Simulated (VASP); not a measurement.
# MgO (e600): single point with PBE

MgO (e600):

```xyz
2
Lattice="0.0000 2.0782 2.0782 2.0782 0.0000 2.0782 2.0782 2.0782 0.0000" Properties=species:S:1:pos:R:3 pbc="T T T"
Mg    0.0000    0.0000    0.0000
O     2.0782    2.0782    2.0782
```

```
Program             : VASP 6.6.1
Task                : single point
Functional          : PBE
Potentials or basis : VASP PAW PBE potentials, release 64 (Mg, O)
Cutoff              : 600 eV
k mesh              : 10 × 10 × 10
Occupations         : gaussian, width 0.02 eV
Spin                : no spin polarisation
```

```json
{"Pressure": "11.0 GPa", "Band gap on the k mesh": "5.13 eV, direct"}
```

Levels at points of the mesh, in eV from the valence-band top:
```
           k point  band 2  band 3  band 4  band 5  band 6  band 7
(0.00, 0.00, 0.00)    0.00    0.00    0.00    5.13   16.03   16.03
(0.50, 0.00, 0.00)   -4.79   -0.70   -0.70    8.16   13.07   16.73
(0.50, 0.50, 0.00)   -4.25   -1.40   -1.40    9.17   10.42   13.53
```

It took 6.6 s on 1 thread of AMD EPYC 9R45 96-Core Processor (Zen 5), with other jobs on the host, peak memory 0.11 GiB.

A hybrid or GW would open this gap; PBE tends to underestimate it.
